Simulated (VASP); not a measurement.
Here is a VASP 6.6.1 calculation.

File INCAR:

```
ALGO = Normal
EDIFF = 1E-6
EDIFFG = -0.04
ENCUT = 600
GGA = PE
IBRION = 2
ISIF = 3
ISMEAR = 0
LASPH = True
LCHARG = False
LREAL = False
LWAVE = False
NELM = 100
NSW = 90
PREC = Accurate
SIGMA = 0.1
```

File KPOINTS:

```
k-points
0
Gamma
  4 4 4
```

The input POSCAR:

```
SrMgCl4
1.0
    4.6638284700      0.0000000000      0.0000000000
    0.0000000000      4.6638284700      0.0000000000
    0.0000000000      0.0000000000      6.5956494800
Sr Mg Cl
1 1 4
Direct
    0.5000000000      0.5000000000      0.5000000000
    0.0000000000      0.0000000000      0.0000000000
    0.5000000000      0.0000000000      0.2500000000
    0.0000000000      0.5000000000      0.7500000000
    0.5000000000      0.0000000000      0.7500000000
    0.0000000000      0.5000000000      0.2500000000
```

Potentials or basis: VASP PAW PBE potentials, release 64 (Sr_sv, Mg, Cl).

Launch:

```sh
$ cat potpaw_PBE.64/Sr_sv/POTCAR potpaw_PBE.64/Mg/POTCAR potpaw_PBE.64/Cl/POTCAR > POTCAR
$ mpirun -np 1 vasp_std > vasp.out
```

**Question.** What does it give for the space group after relaxing (to 0.1 Å)?

**Answer.** P4/mmm (No. 123).

**Question.** Estimate the relaxed volume.

**Answer.** 25.29 Å³/atom.

**Question.** Estimate the relaxed cell.

**Answer.** a = 4.722 Å, b = 4.722 Å, c = 6.806 Å, α = 90.00°, β = 90.00°, γ = 90.00°.

**Question.** Predict the band gap on the k mesh.

**Answer.** 3.11 eV (least direct gap 3.21 eV).

Final structure:
```yaml
crystal:
  lattice:
    - [4.72181, 0.00000, 0.00000]
    - [0.00000, 4.72181, 0.00000]
    - [0.00000, 0.00000, 6.80646]
  atoms:
    - { symbol: Sr, position: [0.50000, 0.50000, 0.50000] }
    - { symbol: Mg, position: [0.00000, 0.00000, 0.00000] }
    - { symbol: Cl, position: [0.50000, 0.00000, 0.23117] }
    - { symbol: Cl, position: [0.00000, 0.50000, 0.76883] }
    - { symbol: Cl, position: [0.50000, 0.00000, 0.76883] }
    - { symbol: Cl, position: [0.00000, 0.50000, 0.23117] }
```

A k mesh can miss the band edges.
